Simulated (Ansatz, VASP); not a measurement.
**W in VASP and in Ansatz**

The input INCAR:

```
PREC     = Accurate       # precision mode
ENCUT    = 500            # plane-wave cutoff, eV
EDIFF    = 1E-6           # SCF threshold, eV
ISMEAR   = -1             # smearing method
SIGMA    = 0.05           # smearing width, eV
LREAL    = False          # projectors in reciprocal space
LASPH    = True           # aspherical terms in the spheres
NELM     = 120            # most SCF steps
ALGO     = Normal         # electronic algorithm
ISIF     = 2              # what is computed and relaxed
LWAVE    = False          # write WAVECAR
LCHARG   = False          # write CHGCAR
GGA      = PS             # functional
NBANDS   = 13             # bands
GGA_COMPAT= False
```

File KPOINTS:

```
Automatic mesh
0
Gamma
  14 14 14
```

File POSCAR:

```
W
1.0
    0.0000000000      1.9894000000      2.0300000000
    1.9894000000      0.0000000000      2.0300000000
    1.9894000000      1.9894000000      0.0000000000
W
1
Direct
    0.0000000000      0.0000000000      0.0000000000
```

Input for Ansatz:

```yaml
crystal:
  lattice:
    - [0.0, 1.9894, 2.03]
    - [1.9894, 0.0, 2.03]
    - [1.9894, 1.9894, 0.0]
  atoms:
    - { symbol: W, position: [0.0, 0.0, 0.0] }
kpoints:
  mp_grid: { grid: [14, 14, 14] }
  band_path:
    path:
      - [0.0, 0.0, 0.0]
      - [0.0, 0.5, 0.5]
      - [0.25, 0.75, 0.5]
      - [0.0, 0.5, 0.0]
      - [0.0, 0.0, 0.0]
      - [0.5, 0.5, 0.0]
      - [0.37005, 0.62995, 0.0]
      - [-0.37005, 0.37005, 0.0]
      - [0.0, 0.0, 0.0]
    npoints: 5
scf:
  occupations: { method: fermi_dirac, width: 0.05 }
hamiltonian:
  xc: pbesol
  pseudopotentials: { kind: all_electron, lapw: { basis_error: 0.001 } }
output:
  forces: true
  stress: true
  eigenvalues: true
```

Change from the starting cell: equal xx and yy strain of -2 %.

Alike in both runs: task single point; functional PBEsol; k mesh 14 × 14 × 14; occupations fermi-dirac, width 0.05 eV; no spin polarisation.

|  | VASP | Ansatz |
| --- | --- | --- |
| version | VASP 6.6.1 | Ansatz 0.2.0 |
| potentials or method | VASP PAW PBE potentials, release 64 (W_sv), cutoff 500 eV | all-electron LAPW, scalar-relativistic |

|  | VASP | Ansatz | Ansatz less VASP |
| --- | --- | --- | --- |
| pressure (GPa) | -1.0 | -1.6 | -0.55 |
| traceless stress, the component that is largest in VASP (GPa) | 4.06 | 4.02 | -0.035 |

VASP's potentials were made for PBE, not for PBEsol. Ansatz ran all-electron here, and VASP with PAW potentials.

Spin-orbit coupling is off throughout.
